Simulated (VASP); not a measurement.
Input of a VASP 6.6.1 run:

Contents of INCAR:

```
  ALGO = Normal
  EDIFF = 1E-6
  ENCUT = 520
  GGA = CA
  ISIF = 2
  ISMEAR = -1
  LASPH = True
  LCHARG = False
  LREAL = False
  LWAVE = False
  NBANDS = 13
  NELM = 100
  PREC = Accurate
  SIGMA = 0.05
```

Contents of KPOINTS:

```
k-points
0
Gamma
  15 15 15
```

POSCAR

```
Pb
1.0
   -1.9584360889      1.9584360889      1.9584360889
    1.9584360889     -1.9584360889      1.9584360889
    1.9584360889      1.9584360889     -1.9584360889
Pb
1
Direct
    0.0000000000      0.0000000000      0.0000000000
```

Potentials or basis: VASP PAW LDA potentials, release 64 (Pb_d).

Launch:

```bash
$ cat potpaw_LDA.64/Pb_d/POTCAR > POTCAR
$ mpirun -np 1 vasp_std > vasp.out
```

What does it give for the band gap on the k mesh?

Zero (bands 7 and 8 overlap by 9.73 eV).

Estimate the pressure.

-1.7 GPa.

Caveat: spin-orbit coupling is left out, which moves the levels of the heavy elements.
